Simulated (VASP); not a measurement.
# GaN (Fm-3m) in VASP: notebook

GaN is run at these levels: PBEsol; tasks: single point.

Program: VASP 6.6.1. These are calculated values, not measurements. Logs are shortened: lines on timing, memory, paths and dates and some standing lists are left out, and cuts for length are marked.

## Step 1: The cell of the first run

The structure is cubic, space group Fm-3m (No. 225). Conventional cell: a = 4.270 Å, b = 4.270 Å, c = 4.270 Å, α = 90.00°, β = 90.00°, γ = 90.00°. Ga (site symmetry m-3m) has 6 N at 2.14 Å within 2.8 Å. N (site symmetry m-3m) has 6 Ga at 2.14 Å within 2.8 Å.

## Step 2: Single point, PBEsol

File INCAR:

```
PREC     = Accurate       # precision mode
ENCUT    = 520            # plane-wave cutoff, eV
EDIFF    = 1E-6           # SCF threshold, eV
ISMEAR   = -1             # smearing method
SIGMA    = 0.05           # smearing width, eV
LREAL    = F              # projectors in reciprocal space
LASPH    = T              # aspherical terms in the spheres
NELM     = 100            # most SCF steps
ALGO     = Normal         # electronic algorithm
ISIF     = 2              # what is computed and relaxed
LWAVE    = F              # write WAVECAR
LCHARG   = T              # write CHGCAR
GGA      = PS             # functional
LELF     = T              # ELF
LVHAR    = T            
NBANDS   = 16             # bands
```

File KPOINTS:

```
regular mesh
0
Gamma
  7 7 7
```

File POSCAR:

```
GaN
1.0
    3.0196780000      0.0000000000      0.0000000000
    1.5098390000      2.6151178592      0.0000000000
    1.5098390000      0.8717059531      2.4655567625
Ga N
1 1
Direct
    0.0000000000      0.0000000000      0.0000000000
    0.5000000000      0.5000000000      0.5000000000
```

Potentials or basis: VASP PAW PBE potentials, release 64 (Ga_d, N).

Run with:

```bash
$ cat potpaw_PBE.64/Ga_d/POTCAR potpaw_PBE.64/N/POTCAR > POTCAR
$ mpirun -np 1 vasp_std > vasp.out
```

OUTCAR:

```text
PREC = Accurate
   ENCUT = 520
   EDIFF = 1E-6
   ISMEAR = -1
   LREAL = F
   LASPH = T
   NELM = 100
   ISIF = 2
   GGA = PS

 ion  position               nearest neighbor table
   1  0.000  0.000  0.000-   2 2.14   2 2.14   2 2.14   2 2.14   2 2.14   2 2.14
   2  0.500  0.500  0.500-   1 2.14   1 2.14   1 2.14   1 2.14   1 2.14   1 2.14

  LATTYP: Found a face centered cubic cell.
 ALAT       =     4.2704695815

  Lattice vectors:

 A1 = (   3.0196780000,   0.0000000000,   0.0000000000)
 A2 = (   1.5098390000,   2.6151178592,   0.0000000000)
 A3 = (   1.5098390000,   0.8717059531,   2.4655567625)

Analysis of symmetry for initial positions (statically):
=====================================================================
 Subroutine PRICEL returns:
 Original cell was already a primitive cell.

 Routine SETGRP: Setting up the symmetry group for a
 face centered cubic supercell.

 Subroutine GETGRP returns: Found 48 space group operations
 (whereof 48 operations were pure point group operations)
 out of a pool of 48 trial point group operations.

The static configuration has the point symmetry O_h .

Analysis of symmetry for dynamics (positions and initial velocities):
=====================================================================
 Subroutine PRICEL returns:
 Original cell was already a primitive cell.

 Routine SETGRP: Setting up the symmetry group for a
 face centered cubic supercell.

 Subroutine GETGRP returns: Found 48 space group operations
 (whereof 48 operations were pure point group operations)
 out of a pool of 48 trial point group operations.

The dynamic configuration has the point symmetry O_h .

 Subroutine INISYM returns: Found 48 space group operations
 (whereof 48 operations are pure point group operations),
 and found     1 'primitive' translations

----------------------------------------------------------------------------------------

                                     Primitive cell

  volume of cell :      19.4700

  direct lattice vectors                    reciprocal lattice vectors
     3.019678000  0.000000000  0.000000000     0.331161137 -0.191195972 -0.135195968
     1.509839000  2.615117859  0.000000000     0.000000000  0.382391943 -0.135195968
     1.509839000  0.871705953  2.465556762     0.000000000  0.000000000  0.405587904

  length of vectors
     3.019678000  3.019678000  3.019678000     0.405587904  0.405587904  0.405587904

  position of ions in fractional coordinates (direct lattice)
     0.000000000  0.000000000  0.000000000
     0.500000000  0.500000000  0.500000000

  ion indices of the primitive-cell ions
   primitive index   ion index
                 1           1
                 2           2

----------------------------------------------------------------------------------------

 KPOINTS: regular mesh

Automatic generation of k-mesh.
 Grid dimensions read from file:
 generate k-points for:    7    7    7

 Generating k-lattice:

  Cartesian coordinates                     Fractional coordinates (reciprocal lattice)
     0.047308734 -0.027313710 -0.019313710     0.142857143  0.000000000  0.000000000
     0.000000000  0.054627420 -0.019313710     0.000000000  0.142857143  0.000000000
     0.000000000  0.000000000  0.057941129     0.000000000  0.000000000  0.142857143

  Length of vectors
     0.057941129  0.057941129  0.057941129

  Shift w.r.t. Gamma in fractional coordinates (k-lattice)
     0.000000000  0.000000000  0.000000000

 Subroutine IBZKPT returns following result:
 ===========================================

 Found     20 irreducible k-points:

 Following reciprocal coordinates:
            Coordinates               Weight
  0.000000  0.000000  0.000000      1.000000
  0.142857  0.000000  0.000000      8.000000
  0.285714  0.000000  0.000000      8.000000
  0.428571  0.000000  0.000000      8.000000
  0.142857  0.142857  0.000000      6.000000
  0.285714  0.142857  0.000000     24.000000
[... 12 lines left out ...]
 -0.428571  0.428571  0.142857     24.000000
 -0.285714  0.428571  0.142857     24.000000
   k-points           NKPTS =     20   k-points in BZ     NKDIM =     20   number of bands    NBANDS=     16
   number of dos      NEDOS =    301   number of ions     NIONS =      2
   total plane-waves  NPLWV =  13824
   dimension x,y,z NGX =    24 NGY =   24 NGZ =   24
   dimension x,y,z NGXF=    48 NGYF=   48 NGZF=   48
   ions per type =               1   1
   NGX,Y,Z   is equivalent  to a cutoff of  13.21, 13.21, 13.21 a.u.
   NGXF,Y,Z  is equivalent  to a cutoff of  26.43, 26.43, 26.43 a.u.
 SYSTEM =  unknown system
   PREC   = accura    normal or accurate (medium, high low for compatibility)
   ISTART =      0    job   : 0-new  1-cont  2-samecut
   ICHARG =      2    charge: 1-file 2-atom 10-const
   ISPIN  =      1    spin polarized calculation?
   LNONCOLLINEAR =      F non collinear calculations
   LSORBIT =      F    spin-orbit coupling
   LASPH  =      T    aspherical Exc in radial PAW
   ENCUT  =  520.0 eV  38.22 Ry    6.18 a.u.   5.61  5.61  5.61*2*pi/ulx,y,z
   NELM   =    100;   NELMIN=  2; NELMDL= -5     # of ELM steps
   EDIFF  = 0.1E-05   stopping-criterion for ELM
   LREAL  =      F    real-space projection
   EDIFFG = 0.1E-04   stopping-criterion for IOM
   NSW    =      0    number of steps for IOM
   IBRION =     -1    ionic relax: 0-MD 1-quasi-New 2-CG
   NFREE  =      0    steps in history (QN), initial steepest desc. (CG)
   ISIF   =      2    stress and relaxation
   ISYM   =      2    0-nonsym 1-usesym 2-fastsym
   POTIM  = 0.5000    time-step for ionic-motion
   TEBEG  =    0.0;   TEEND  =   0.0 temperature during run
   PSTRESS=    0.0 pullay stress
   NELECT =      18.0000    total number of electrons
   NUPDOWN=      -1.0000    fix difference up-down
   EMIN   =  10.00;   EMAX   =-10.00  energy-range for DOS
   EFERMI =   0.00;   METHOD = LEGACY
   ISMEAR =    -1;   SIGMA  =   0.05  broadening in eV -4-tet -1-fermi 0-gaus
   EFERMI_NEDOS =   21; number of points for ismear=-14 and -15
   IALGO  =     38    algorithm
   IMIX   =      4    mixing-type and parameters
     AMIX     =   0.40;   BMIX     =  1.00
     AMIX_MAG =   1.60;   BMIX_MAG =  1.00
  volume/ion in A,a.u.               =       9.74        65.70
  Fermi-wavevector in a.u.,A,eV,Ry     =   1.594814  3.013761 34.605488  2.543432
  Thomas-Fermi vector in A             =   2.692830
   LORBIT       =      0    0 simple, 1 ext, 2 COOP (PROOUT), +10 PAW based schemes
   GGA     = PS    functional components
   LHFCALC =     F    Hartree Fock is set to
   AEXX    =    0.0000 exact exchange contribution
   IVDW    =     0    specifies the selected vdW correction
   LEPSILON=     F    determine dielectric tensor
   LRPA    =     F    only Hartree local field effects (RPA)
 non-spin polarized calculation
  energy-cutoff  :      520.00
  volume of cell :       19.47
 maximum number of plane-waves:       534
   NGX = 11   NGY = 11   NGZ = 11

 number of electron      18.0000005 magnetization

 Free energy of the ion-electron system (eV)
  ---------------------------------------------------
  ext. energy  EPLUGINS =         0.00000000
  ---------------------------------------------------
  free energy    TOTEN  =       -12.24011935 eV

  energy without entropy =      -12.24008081  energy(sigma->0) =      -12.24010008

 E-fermi :   7.7534     XC(G=0): -13.1022

 val. band max:        7.3560481376   @ k =  -0.1429   0.1429  -0.0000
 cond. band min:       8.0861285728   @ k =   0.4286   0.4286   0.0000
 fundamental gap:      0.7300804352
 Fermi energy:         7.7534054796

 k-point     1 :       0.0000    0.0000    0.0000
  band No.  band energies     occupation
      1      -9.6164      2.00000
      2      -6.5567      2.00000
      3      -6.5567      2.00000
      4      -6.5567      2.00000
      5      -6.4676      2.00000
      6      -6.4676      2.00000
[... 8 lines left out ...]
     15      22.6669      0.00000
     16      22.6669      0.00000

 k-point     2 :       0.1429    0.0000    0.0000
  band No.  band energies     occupation
      1      -9.2316      2.00000
      2      -6.5702      2.00000
      3      -6.5480      2.00000
      4      -6.5480      2.00000
      5      -6.4807      2.00000
      6      -6.4807      2.00000
[... 8 lines left out ...]
     15      23.3244      0.00000
     16      23.3244      0.00000

 k-point     3 :       0.2857    0.0000    0.0000
  band No.  band energies     occupation
      1      -8.1724      2.00000
      2      -6.6190      2.00000
      3      -6.6190      2.00000
      4      -6.5981      2.00000
      5      -6.4180      2.00000
      6      -6.4180      2.00000
[... 8 lines left out ...]
     15      25.5369      0.00000
     16      25.5369      0.00000

 k-point     4 :       0.4286    0.0000    0.0000
  band No.  band energies     occupation
      1      -6.9442      2.00000
      2      -6.6889      2.00000
      3      -6.6889      2.00000
      4      -6.6010      2.00000
      5      -6.3531      2.00000
      6      -6.3531      2.00000
[... 8 lines left out ...]
     15      28.8038      0.00000
     16      28.8038      0.00000
[... 248 lines left out ...]
 k-point    18 :      -0.4286    0.2857    0.1429
  band No.  band energies     occupation
      1      -7.6540      2.00000
      2      -6.6322      2.00000
      3      -6.5678      2.00000
      4      -6.5033      2.00000
      5      -6.3452      2.00000
      6      -4.9538      2.00000
[... 8 lines left out ...]
     15      27.0263      0.00000
     16      30.9336      0.00000

 k-point    19 :      -0.4286    0.4286    0.1429
  band No.  band energies     occupation
      1      -7.9581      2.00000
      2      -6.6612      2.00000
      3      -6.4783      2.00000
      4      -6.3971      2.00000
      5      -6.3093      2.00000
      6      -4.1522      2.00000
[... 8 lines left out ...]
     15      29.6947      0.00000
     16      34.6674      0.00000

 k-point    20 :      -0.2857    0.4286    0.1429
  band No.  band energies     occupation
      1      -7.8218      2.00000
      2      -6.6028      2.00000
      3      -6.5263      2.00000
      4      -6.5023      2.00000
      5      -6.3096      2.00000
      6      -3.9987      2.00000
[... 8 lines left out ...]
     15      26.7739      0.00000
     16      34.3964      0.00000

------------------------ aborting loop because EDIFF is reached ----------------------------------------

  FORCE on cell =-STRESS in cart. coord.  units (eV):
  Direction    XX          YY          ZZ          XY          YZ          ZX
  --------------------------------------------------------------------------------------
  -------------------------------------------------------------------------------------
  Total       -0.8850849     -0.8850849     -0.8850849      0.0000000     -0.0000000     -0.0000000
  in kB      -72.8330676    -72.8330676    -72.8330676      0.0000000     -0.0000000     -0.0000000
  external PRESSURE =     -72.8330676 kB  Pullay stress =       0.0000000 kB

 VOLUME and BASIS-vectors are now :
 -----------------------------------------------------------------------------
  energy-cutoff  :      520.00
  volume of cell :       19.47
      direct lattice vectors                 reciprocal lattice vectors
     3.019678000  0.000000000  0.000000000     0.331161137 -0.191195972 -0.135195968
     1.509839000  2.615117859  0.000000000     0.000000000  0.382391943 -0.135195968
     1.509839000  0.871705953  2.465556762     0.000000000  0.000000000  0.405587904

 POSITION                                       TOTAL-FORCE (eV/Angst)
 -----------------------------------------------------------------------------------
      0.00000      0.00000      0.00000        -0.000000      0.000000      0.000000
      3.01968      1.74341      1.23278         0.000000     -0.000000      0.000000
 -----------------------------------------------------------------------------------
    total drift:                               -0.000000      0.000000      0.000000

  FREE ENERGIE OF THE ION-ELECTRON SYSTEM (eV)
  ---------------------------------------------------
  free  energy   TOTEN  =       -12.2401193485 eV

  energy  without entropy=      -12.2400808096  energy(sigma->0) =      -12.24010008
```

Run time: 5.5 s. Hardware: 1 thread of Intel Xeon Platinum 8375C at 2.90GHz (Ice Lake), shared host; peak memory 0.14 GiB.

Results:

- Free energy: -12.2401 eV
- Pressure: -7.3 GPa
- Band gap on the k mesh: 0.73 eV, indirect (least direct gap 2.37 eV)

Levels at points of the mesh, in eV from the valence-band top:
| k point | band 5 | band 6 | band 7 | band 8 | band 9 | band 10 | band 11 | band 12 | band 13 | band 14 |
| --- | --- | --- | --- | --- | --- | --- | --- | --- | --- | --- |
| (0.00, 0.00, 0.00) | -13.82 | -13.82 | -0.45 | -0.45 | -0.45 | 1.92 | 14.46 | 14.46 | 14.46 | 15.31 |

Caveat: the PAW data sets were made with another functional, which shifts forces and pressure a little. A k mesh can miss the band edges.

## Step 3: Single point, PBEsol

File INCAR:

```
PREC = Accurate ; ENCUT = 520
EDIFF = 1E-6 ; ISMEAR = -1
SIGMA = 0.05 ; LREAL = F
LASPH = T ; NELM = 100
ALGO = Normal ; ISIF = 2
LWAVE = F ; LCHARG = F
GGA = PS ; NBANDS = 16
```

File KPOINTS:

```
Automatic mesh
0
Gamma
  9 9 9
```

POSCAR is that of step 2.

Potentials or basis: VASP PAW PBE potentials, release 64 (Ga_d, N).

Run with:

```bash
$ cat potpaw_PBE.64/Ga_d/POTCAR potpaw_PBE.64/N/POTCAR > POTCAR
$ mpirun -np 1 vasp_std > vasp.out
```

OUTCAR:

```text
PREC = Accurate
   ENCUT = 520
   EDIFF = 1E-6
   ISMEAR = -1
   LREAL = F
   LASPH = T
   NELM = 100
   ISIF = 2
   GGA = PS

 ion  position               nearest neighbor table
   1  0.000  0.000  0.000-   2 2.14   2 2.14   2 2.14   2 2.14   2 2.14   2 2.14
   2  0.500  0.500  0.500-   1 2.14   1 2.14   1 2.14   1 2.14   1 2.14   1 2.14

  LATTYP: Found a face centered cubic cell.
 ALAT       =     4.2704695815

  Lattice vectors:

 A1 = (   3.0196780000,   0.0000000000,   0.0000000000)
[... 640 lines left out ...]

------------------------ aborting loop because EDIFF is reached ----------------------------------------

  FORCE on cell =-STRESS in cart. coord.  units (eV):
  Direction    XX          YY          ZZ          XY          YZ          ZX
  --------------------------------------------------------------------------------------
  -------------------------------------------------------------------------------------
  Total       -0.8780799     -0.8780799     -0.8780799     -0.0000000     -0.0000000      0.0000000
  in kB      -72.2566278    -72.2566278    -72.2566278     -0.0000000     -0.0000000      0.0000000
  external PRESSURE =     -72.2566278 kB  Pullay stress =       0.0000000 kB

 VOLUME and BASIS-vectors are now :
 -----------------------------------------------------------------------------
  energy-cutoff  :      520.00
  volume of cell :       19.47
      direct lattice vectors                 reciprocal lattice vectors
     3.019678000  0.000000000  0.000000000     0.331161137 -0.191195972 -0.135195968
     1.509839000  2.615117859  0.000000000     0.000000000  0.382391943 -0.135195968
     1.509839000  0.871705953  2.465556762     0.000000000  0.000000000  0.405587904

 POSITION                                       TOTAL-FORCE (eV/Angst)
 -----------------------------------------------------------------------------------
      0.00000      0.00000      0.00000        -0.000000     -0.000000      0.000000
      3.01968      1.74341      1.23278         0.000000      0.000000      0.000000
 -----------------------------------------------------------------------------------
    total drift:                               -0.000000      0.000000      0.000000

  FREE ENERGIE OF THE ION-ELECTRON SYSTEM (eV)
  ---------------------------------------------------
  free  energy   TOTEN  =       -12.2446908702 eV

  energy  without entropy=      -12.2446051426  energy(sigma->0) =      -12.24464801
```

OSZICAR:

```text
N       E                     dE             d eps       ncg     rms          rms(c)
DAV:   1     0.795580665148E+02    0.79558E+02   -0.93192E+03  1256   0.211E+03
DAV:   2    -0.884936054849E+01   -0.88407E+02   -0.80472E+02  1256   0.325E+02
DAV:   3    -0.137819713723E+02   -0.49326E+01   -0.49122E+01  1264   0.662E+01
DAV:   4    -0.138312996425E+02   -0.49328E-01   -0.49319E-01  1392   0.690E+00
DAV:   5    -0.138318844311E+02   -0.58479E-03   -0.58478E-03  1320   0.704E-01    0.673E+00
DAV:   6    -0.122878772858E+02    0.15440E+01   -0.38413E+00  1656   0.385E+01    0.238E+00
DAV:   7    -0.122664193675E+02    0.21458E-01   -0.17348E-01  1320   0.447E+00    0.150E+00
DAV:   8    -0.122461848288E+02    0.20235E-01   -0.32346E-02  1352   0.175E+00    0.504E-01
DAV:   9    -0.122447011793E+02    0.14836E-02   -0.48840E-03  1344   0.127E+00    0.120E-01
DAV:  10    -0.122446966882E+02    0.44912E-05   -0.52080E-04  1320   0.233E-01    0.691E-02
DAV:  11    -0.122446906605E+02    0.60277E-05   -0.15576E-05  1344   0.436E-02    0.816E-03
DAV:  12    -0.122446908702E+02   -0.20969E-06   -0.77957E-07   904   0.122E-02
   1 F= -.12244691E+02 E0= -.12244648E+02  d E =-.857276E-04
```

Wall time 7.9 s (1 thread of Intel Xeon Platinum 8375C at 2.90GHz (Ice Lake), shared host); peak memory 0.14 GiB.

Results:

| Property | Result |
| --- | --- |
| Free energy | -12.2447 eV |
| Pressure | -7.2 GPa |
| Band gap on the k mesh | 0.57 eV, indirect (least direct gap 2.37 eV) |

Caveat: the PAW data sets were made with another functional, which shifts forces and pressure a little. A k mesh can miss the band edges.
